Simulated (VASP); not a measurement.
A run of VASP 6.6.1 is set up as follows.

File POSCAR:

```
BN
1.0
    0.0000000000      1.7756987652      1.8644837035
    1.7756987652      0.0000000000      1.8644837035
    1.7756987652      1.7756987652      0.0000000000
B N
1 1
Direct
    0.0000000000      0.0000000000      0.0000000000
    0.7500000000      0.7500000000      0.7500000000
```

The input INCAR.step1:

```
PREC = Accurate
ENCUT = 520
ISMEAR = 0
SIGMA = 0.05
LREAL = False
LASPH = True
NELM = 100
NBANDS = 11
GGA = PE
ALGO = Normal
EDIFF = 1E-4
LWAVE = True
LCHARG = False
```

The input INCAR.step2:

```
PREC = Accurate
ENCUT = 520
EDIFF = 1E-7
ISMEAR = 0
SIGMA = 0.05
LREAL = False
LASPH = True
NELM = 100
ALGO = Normal
ISIF = 2
LWAVE = False
LCHARG = True
METAGGA = R2SCAN
LMIXTAU = True
LELF = True
LVHAR = True
NBANDS = 11
ISTART = 1
```

The input KPOINTS:

```
Automatic mesh
0
Gamma
  12 12 12
```

Potentials or basis: VASP PAW PBE potentials, release 64 (B, N).

Command:

```console
$ cat potpaw_PBE.64/B/POTCAR potpaw_PBE.64/N/POTCAR > POTCAR
$ cp INCAR.step1 INCAR
$ mpirun -np 1 vasp_std > vasp.out
$ cp INCAR.step2 INCAR
$ mpirun -np 1 vasp_std > vasp.out
```

Task: Predict the pressure.

Result: 1.1 GPa.

Task: Estimate the band gap on the k mesh.

Result: 4.53 eV, indirect (least direct gap 9.27 eV).

Stress tensor (GPa, compression positive):
```
 12.39   0.00   0.00
  0.00  12.39   0.00
  0.00   0.00 -21.35
```

Caveat: the PAW data sets were made with another functional, which shifts forces and pressure a little. A k mesh can miss the band edges.
